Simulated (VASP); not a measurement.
Pt: single point with PBEsol

Crystal: Pt.

```xyz
2
Lattice="1.9198 1.9198 0.0000 -1.9198 1.9198 0.0000 0.0000 0.0000 3.8397" Properties=species:S:1:pos:R:3 pbc="T T T"
Pt    0.0000    0.0000    0.0000
Pt    0.0000    1.9198    1.9198
```

This cell differs from its parent crystal: equal strain along all axes, cell held: -2.0 %.

```
Program             : VASP 6.6.1
Task                : single point
Functional          : PBEsol
Potentials or basis : VASP PAW PBE potentials, release 64 (Pt)
Cutoff              : 520 eV
k mesh              : 18 × 18 × 14
Occupations         : gaussian, width 0.1 eV
Spin                : no spin polarisation
```

```json
{
  "Pressure": "20.0 GPa",
  "Band gap on the k mesh": "zero (bands 10 and 11 overlap by 1.90 eV)"
}
```

Levels at points of the mesh, in eV from the Fermi level:
```
           k point  band 7  band 8  band 9  band 10  band 11  band 12  band 13  band 14
(0.00, 0.00, 0.00)   -1.80   -1.80    0.03     0.56     0.56     1.58     9.55    11.53
(0.50, 0.00, 0.00)   -2.87   -2.87   -1.95    -1.95     2.02     2.02    11.13    11.13
(0.50, 0.50, 0.00)    0.56    0.56    0.56     0.56     1.58     1.58     9.55     9.55
(0.00, 0.00, 0.50)   -2.40   -2.40   -2.40    -2.40    -0.95    -0.95    17.69    17.69
(0.50, 0.00, 0.50)   -0.82   -0.82    0.06     0.06     0.06     0.06     6.31     6.31
(0.50, 0.50, 0.50)   -2.26   -2.26    0.57     0.57     7.52     7.52     8.56     8.56
```

Run time: 4.1 min on 1 thread of Intel Xeon 8259CL, with other jobs on the host, peak memory 0.28 GiB.

Caveat: the cell differs from its parent crystal (equal strain along all axes, cell held: -2.0 %); the cell stands under pressure; the PAW data sets were made with another functional, which shifts forces and pressure a little; spin-orbit coupling is left out, which moves the levels of the heavy elements.
